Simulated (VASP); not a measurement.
Ge, 6 atoms in the cell. The cell holds a slab with vacuum, 6 atoms: a = 4.013 Å, b = 5.676 Å, c = 20.013 Å, α = 90.00°, β = 90.00°, γ = 90.00°. 

| Item | Value |
| --- | --- |
| Program | VASP 6.6.1 |
| Task | single point |
| Functional | PBEsol |
| Potentials or basis | VASP PAW PBE potentials, release 64 (Ge_d) |
| Cutoff | 520 eV |
| k mesh | 7 × 5 × 1 |
| Occupations | fermi-dirac, width 0.02 eV |
| Spin | no spin polarisation |
| Dipole correction | yes |
| Further INCAR settings | ALGO = Normal; EDIFF = 1e-06; NBANDS = 51 |

Potentials or basis: VASP PAW PBE potentials, release 64 (Ge_d).

Command:

```sh
$ cat potpaw_PBE.64/Ge_d/POTCAR > POTCAR
$ mpirun -np 1 vasp_std > vasp.out
```

Hardware: 1 thread of Intel(R) Xeon(R) Platinum 8488C (Sapphire Rapids), with other jobs on the host.

Q: How long does it take, and how much memory?

A: It took 5 min on 1 thread of Intel(R) Xeon(R) Platinum 8488C (Sapphire Rapids), with other jobs on the host, peak memory 0.54 GiB. Counts: scf iterations 23, k points 12.
